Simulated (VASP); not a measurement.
# Ge6F in VASP: further runs

Runs on Ge6F. Level: PBE. Tasks: relaxation of the atoms, single point.

Program: VASP 6.6.1. These are calculated values, not measurements. Logs are shortened: lines on timing, memory, paths and dates and some standing lists are left out, and cuts for length are marked.

## (1) The cell of the first run

The cell holds a slab with vacuum, 7 atoms: a = 4.074 Å, b = 5.762 Å, c = 19.524 Å, α = 90.00°, β = 90.00°, γ = 90.00°.

## (2) Relaxation of the atoms, PBE

Input file INCAR:

```
PREC = Accurate ; ENCUT = 520
EDIFF = 1E-7 ; ISMEAR = 0
SIGMA = 0.1 ; LREAL = F
LASPH = T ; NELM = 120
ALGO = Normal ; ISIF = 2
LWAVE = F ; LCHARG = F
LDIPOL = T ; IDIPOL = 3
DIPOL = 0.5 0.5 0.334 ; GGA = PE
IBRION = 2 ; NSW = 36
EDIFFG = -0.025 ; GGA_COMPAT = F
NELMIN = 4 ; NELMDL = -8
KPAR = 4
```

Input file KPOINTS:

```
regular mesh
0
Gamma
  7 5 1
```

Input file POSCAR:

```
Ge6F
1.0
    4.0740542126      0.0000000000      0.0000000000
    0.0000000000      5.7615827213      0.0000000000
    0.0000000000      0.0000000000     19.5242196736
Ge F
6 1
Selective dynamics
Direct
    0.5000000000      0.0000000000      0.2048737449  F F F
    0.0000000000      0.2500000000      0.2048737449  F F F
    0.0000000000      0.5005156572      0.3087424246  F F F
    0.5000000000      0.7494843428      0.3087424246  F F F
    0.5000000000      0.0069199665      0.4109879835  F F F
    0.0000000000      0.2430800335      0.4109879835  F F F
    0.5000000000      0.8402532998      0.4897513379  F F T
```

Potentials or basis: VASP PAW PBE potentials, release 64 (Ge_d, F).

On the command line:

```console
cat potpaw_PBE.64/Ge_d/POTCAR potpaw_PBE.64/F/POTCAR > POTCAR
mpirun -np 4 vasp_std > vasp.out
```

OUTCAR:

```text
PREC = Accurate
   ENCUT = 520
   EDIFF = 1E-7
   ISMEAR = 0
   LREAL = F
   LASPH = T
   NELM = 120
   ISIF = 2
   GGA = PE
   IBRION = 2
   NSW = 36
   EDIFFG = -0.025
   NELMIN = 4
   NELMDL = -8

 ion  position               nearest neighbor table
   1  0.500  0.000  0.205-   4 2.49   2 2.49   2 2.49
   2  0.000  0.250  0.205-   3 2.49   1 2.49   1 2.49
   3  0.000  0.501  0.309-   6 2.49   2 2.49   4 2.49   4 2.49
   4  0.500  0.749  0.309-   5 2.49   1 2.49   3 2.49   3 2.49
   5  0.500  0.007  0.411-   7 1.81   6 2.45   6 2.45   4 2.49
   6  0.000  0.243  0.411-   5 2.45   5 2.45   3 2.49
   7  0.500  0.840  0.490-   5 1.81

  LATTYP: Found a simple orthorhombic cell.
 ALAT       =     4.0740542126
 B/A-ratio  =     1.4142135624
 C/A-ratio  =     4.7923318284

  Lattice vectors:

 A1 = (   4.0740542126,   0.0000000000,   0.0000000000)
 A2 = (   0.0000000000,   5.7615827213,   0.0000000000)
 A3 = (   0.0000000000,   0.0000000000,  19.5242196736)

Analysis of symmetry for initial positions (statically):
=====================================================================
 Subroutine PRICEL returns:
 Original cell was already a primitive cell.

 Routine SETGRP: Setting up the symmetry group for a
 simple orthorhombic supercell.

 Subroutine GETGRP returns: Found  2 space group operations
 (whereof  2 operations were pure point group operations)
 out of a pool of  8 trial point group operations.

The static configuration has the point symmetry C_1h.

Analysis of symmetry for dynamics (positions and initial velocities):
=====================================================================
 Subroutine PRICEL returns:
 Original cell was already a primitive cell.

 Routine SETGRP: Setting up the symmetry group for a
 simple orthorhombic supercell.

 Subroutine GETGRP returns: Found  2 space group operations
 (whereof  2 operations were pure point group operations)
 out of a pool of  8 trial point group operations.

The dynamic configuration has the point symmetry C_1h.

Analysis of constrained symmetry for selective dynamics:
=====================================================================
 Subroutine PRICEL returns:
 Original cell was already a primitive cell.

 Routine SETGRP: Setting up the symmetry group for a
 simple orthorhombic supercell.

 Subroutine GETGRP returns: Found  2 space group operations
[... 111 lines left out ...]
   NELECT =      91.0000    total number of electrons
   NUPDOWN=      -1.0000    fix difference up-down
   EMIN   =  10.00;   EMAX   =-10.00  energy-range for DOS
   EFERMI =   0.00;   METHOD = LEGACY
   ISMEAR =     0;   SIGMA  =   0.10  broadening in eV -4-tet -1-fermi 0-gaus
   EFERMI_NEDOS =   21; number of points for ismear=-14 and -15
   IALGO  =     38    algorithm
   IMIX   =      4    mixing-type and parameters
     AMIX     =   0.40;   BMIX     =  1.00
     AMIX_MAG =   1.60;   BMIX_MAG =  1.00
  volume/ion in A,a.u.               =      65.47       441.82
  Fermi-wavevector in a.u.,A,eV,Ry     =   0.955083  1.804846 12.411015  0.912184
  Thomas-Fermi vector in A             =   2.083889
   LORBIT       =      0    0 simple, 1 ext, 2 COOP (PROOUT), +10 PAW based schemes
   GGA     = PE    functional components
   LHFCALC =     F    Hartree Fock is set to
   AEXX    =    0.0000 exact exchange contribution
   IVDW    =     0    specifies the selected vdW correction
   LEPSILON=     F    determine dielectric tensor
   LRPA    =     F    only Hartree local field effects (RPA)
 conjugate gradient relaxation of ions
 non-spin polarized calculation
 Gauss-broadening in eV      SIGMA  =   0.10
  energy-cutoff  :      520.00
  volume of cell :      458.29
 maximum number of plane-waves:     12387
   NGX = 15   NGY = 21   NGZ = 73

--------------------------------------- Ionic step        1  -------------------------------------------

 number of electron      90.9999934 magnetization

 Free energy of the ion-electron system (eV)
  ---------------------------------------------------
  ext. energy  EPLUGINS =         0.00000000
  ---------------------------------------------------
  free energy    TOTEN  =       -29.26619252 eV

  energy without entropy =      -29.24065679  energy(sigma->0) =      -29.25342465

------------------------ aborting loop because EDIFF is reached ----------------------------------------

  FORCE on cell =-STRESS in cart. coord.  units (eV):
  Direction    XX          YY          ZZ          XY          YZ          ZX
  --------------------------------------------------------------------------------------
  -------------------------------------------------------------------------------------
  Total        1.5051411      0.3081745     -0.4705194      0.0000000      1.7511594      0.0000000
  in kB        5.2619352      1.0773704     -1.6449239      0.0000000      6.1220091      0.0000000
  external PRESSURE =       1.5647939 kB  Pullay stress =       0.0000000 kB
[... 69 lines left out ...]
--------------------------------------- Ionic step        3  -------------------------------------------

 number of electron      90.9999932 magnetization

 dipolmoment           0.000000      0.000000      0.160771 electrons x Angstroem

 Free energy of the ion-electron system (eV)
  ---------------------------------------------------
  ext. energy  EPLUGINS =         0.00000000
  ---------------------------------------------------
  free energy    TOTEN  =       -29.27302509 eV

  energy without entropy =      -29.24705953  energy(sigma->0) =      -29.26004231

 E-fermi :  -2.1855     XC(G=0):  -3.9726

 val. band max:       -2.1898042059   @ k =   0.1429   0.0000   0.0000
 cond. band min:      -2.1584861216   @ k =   0.0000   0.2000   0.0000
 fundamental gap:      0.0313180843
 Fermi energy:        -2.1855216532

 k-point     1 :       0.0000    0.0000    0.0000
  band No.  band energies     occupation
      1     -27.3968      2.00000
      2     -26.9659      2.00000
      3     -26.9627      2.00000
      4     -26.9276      2.00000
      5     -26.9018      2.00000
      6     -26.7049      2.00000
[... 673 lines left out ...]
     53       2.6769      0.00000
     54       3.2644      0.00000

------------------------ aborting loop because EDIFF is reached ----------------------------------------

 vacuum level on the upper side and lower side of the slab       (xc-potential included)         0.504        -0.705

  FORCE on cell =-STRESS in cart. coord.  units (eV):
  Direction    XX          YY          ZZ          XY          YZ          ZX
  --------------------------------------------------------------------------------------
  -------------------------------------------------------------------------------------
  Total        1.4879417      0.5521139      0.2198083      0.0000000      1.3660766      0.0000000
  in kB        5.2018066      1.9301762      0.7684442      0.0000000      4.7757693      0.0000000
  external PRESSURE =       2.6334757 kB  Pullay stress =       0.0000000 kB
[... 22 lines left out ...]
  FREE ENERGIE OF THE ION-ELECTRON SYSTEM (eV)
  ---------------------------------------------------
  free  energy   TOTEN  =       -29.2730250909 eV

  energy  without entropy=      -29.2470595348  energy(sigma->0) =      -29.26004231

 reached required accuracy - stopping structural energy minimisation

 vacuum level on the upper side and lower side of the slab         3.596         2.350
```

OSZICAR:

```text
N       E                     dE             d eps       ncg     rms          rms(c)
DAV:   1     0.958464313317E+03    0.95846E+03   -0.46415E+04  1616   0.274E+03
DAV:   2     0.148243927635E+03   -0.81022E+03   -0.78987E+03  1576   0.717E+02
DAV:   3    -0.170116707169E+02   -0.16526E+03   -0.16354E+03  1784   0.221E+02
DAV:   4    -0.299147573129E+02   -0.12903E+02   -0.12821E+02  1524   0.697E+01
[... 64 lines left out ...]
DAV:  14    -0.292730242720E+02   -0.11018E-05   -0.54816E-08   950   0.189E-03    0.168E-04
DAV:  15    -0.292730246375E+02   -0.36548E-06   -0.14477E-08   986   0.212E-03    0.114E-04
DAV:  16    -0.292730248833E+02   -0.24579E-06   -0.84312E-09   864   0.855E-04    0.502E-05
DAV:  17    -0.292730250167E+02   -0.13338E-06   -0.33643E-09   850   0.108E-03    0.351E-05
DAV:  18    -0.292730250909E+02   -0.74158E-07   -0.20683E-09   816   0.549E-04
   3 F= -.29273025E+02 E0= -.29260042E+02  d E =-.683257E-02
```

CONTCAR:

```text
Ge6F
   1.00000000000000
     4.0740542126000001    0.0000000000000000    0.0000000000000000
     0.0000000000000000    5.7615827212999999    0.0000000000000000
     0.0000000000000000    0.0000000000000000   19.5242196736000011
  Ge              F
     6     1
Selective dynamics
Direct
     0.5000000000000000    0.0000000000000000    0.2048737448999987   F   F   F
     0.0000000000000000    0.2500000000000000    0.2048737448999987   F   F   F
     0.0000000000000000    0.5005156571999976    0.3087424245999983   F   F   F
     0.5000000000000000    0.7494843428000024    0.3087424245999983   F   F   F
     0.5000000000000000    0.0069199664999999    0.4109879835000001   F   F   F
     0.0000000000000000    0.2430800335000001    0.4109879835000001   F   F   F
     0.5000000000000000    0.8402532997999970    0.4881813056088803   F   F   T

  0.00000000E+00  0.00000000E+00  0.00000000E+00
  0.00000000E+00  0.00000000E+00  0.00000000E+00
  0.00000000E+00  0.00000000E+00  0.00000000E+00
  0.00000000E+00  0.00000000E+00  0.00000000E+00
  0.00000000E+00  0.00000000E+00  0.00000000E+00
  0.00000000E+00  0.00000000E+00  0.00000000E+00
  0.00000000E+00  0.00000000E+00  0.00000000E+00
```

Run time: 6.8 min. Hardware: 4 MPI ranks of Intel Xeon 6975P-C (Granite Rapids), shared host; peak memory 0.67 GiB.

Results:

| Property | Result |
| --- | --- |
| Free energy | -29.2730 eV |
| Energy gained by relaxing | 1.0 meV/atom |
| Ionic steps | 3 |
| Band gap on the k mesh | zero (an odd number of electrons rules out a gap without spin polarisation) |

Step by step:
```csv
step,energy change (eV),largest force on free atoms (eV/Å),pressure (GPa)
1,0.0000,0.4346,0.16
2,-0.0061,0.1441,0.23
3,-0.0068,0.0017,0.26
```

Final structure:
```cif
data_structure
_symmetry_space_group_name_H-M 'P 1'
_symmetry_Int_Tables_number 1
_cell_length_a 4.0741
_cell_length_b 5.7616
_cell_length_c 19.5242
_cell_angle_alpha 90.000
_cell_angle_beta 90.000
_cell_angle_gamma 90.000
_cell_volume 458.29
loop_
_atom_site_label
_atom_site_type_symbol
_atom_site_fract_x
_atom_site_fract_y
_atom_site_fract_z
_atom_site_occupancy
Ge1 Ge 0.50000 0.00000 0.20487 1
Ge2 Ge 0.00000 0.25000 0.20487 1
Ge3 Ge 0.00000 0.50052 0.30874 1
Ge4 Ge 0.50000 0.74948 0.30874 1
Ge5 Ge 0.50000 0.00692 0.41099 1
Ge6 Ge 0.00000 0.24308 0.41099 1
F1 F 0.50000 0.84025 0.48818 1
```

Caveat: an odd number of electrons without spin polarisation forces a metal; a magnetic or distorted state may lie lower.

## (3) Single point, PBE

Input file INCAR:

```
SYSTEM = Ge6F
PREC     = Accurate       ! precision mode
ENCUT    = 520            ! plane-wave cutoff, eV
EDIFF    = 1E-7           ! SCF threshold, eV
ISMEAR   = 0              ! smearing method
SIGMA    = 0.1            ! smearing width, eV
LREAL    = .False.        ! projectors in reciprocal space
LASPH    = .True.         ! aspherical terms in the spheres
NELM     = 80             ! most SCF steps
ALGO     = Normal         ! electronic algorithm
ISIF     = 2              ! what is computed and relaxed
LWAVE    = .False.        ! write WAVECAR
LCHARG   = .False.        ! write CHGCAR
LDIPOL   = .True.       
IDIPOL   = 3            
DIPOL    = 0.5 0.5 0.327
GGA      = PE             ! functional
NBANDS   = 54             ! bands
```

Input file KPOINTS:

```
Automatic mesh
0
Gamma
  7 5 1
  0 0 0
```

Input file POSCAR:

```
Ge6F
1.0
    4.0740542126      0.0000000000      0.0000000000
    0.0000000000      5.7615827213      0.0000000000
    0.0000000000      0.0000000000     19.5242196736
Ge F
6 1
Direct
    0.5000000000      0.0000000000      0.2048737449
    0.0000000000      0.2500000000      0.2048737449
    0.0000000000      0.5005156572      0.3087424246
    0.5000000000      0.7494843428      0.3087424246
    0.5000000000      0.0069199665      0.4109879835
    0.0000000000      0.2430800335      0.4109879835
    0.5000000000      0.5069199665      0.4381769154
```

Potentials or basis: VASP PAW PBE potentials, release 64 (Ge_d, F).

On the command line:

```console
cat potpaw_PBE.64/Ge_d/POTCAR potpaw_PBE.64/F/POTCAR > POTCAR
mpirun -np 1 vasp_std > vasp.out
```

Run time: 8 min. Hardware: 1 thread of Intel Xeon 6975P-C (Granite Rapids), shared host; peak memory 0.62 GiB.

It converged, with:

```yaml
Free_energy: -27.9765 eV
Largest_force: 0.671 eV/Å
Band_gap_on_the_k_mesh: zero (an odd number of electrons rules out a gap without spin polarisation)
```

Forces on the atoms (eV/Å):
```
Ge   0.000  0.402 -0.018
Ge   0.000 -0.300 -0.088
Ge   0.000 -0.144 -0.195
Ge   0.000 -0.040  0.128
Ge   0.000 -0.531  0.050
Ge   0.000  0.659  0.127
F    0.000 -0.046 -0.004
```

Levels at points of the mesh, in eV from the Fermi level:
```tsv
k point	band 42	band 43	band 44	band 45	band 46	band 47	band 48	band 49	band 50	band 51
(0.00, 0.00, 0.00)	-1.84	-1.69	-0.86	-0.40	-0.03	0.81	1.65	1.74	2.37	2.88
```

Caveat: an odd number of electrons without spin polarisation forces a metal; a magnetic or distorted state may lie lower.

(Continued in part 2 of 2.)
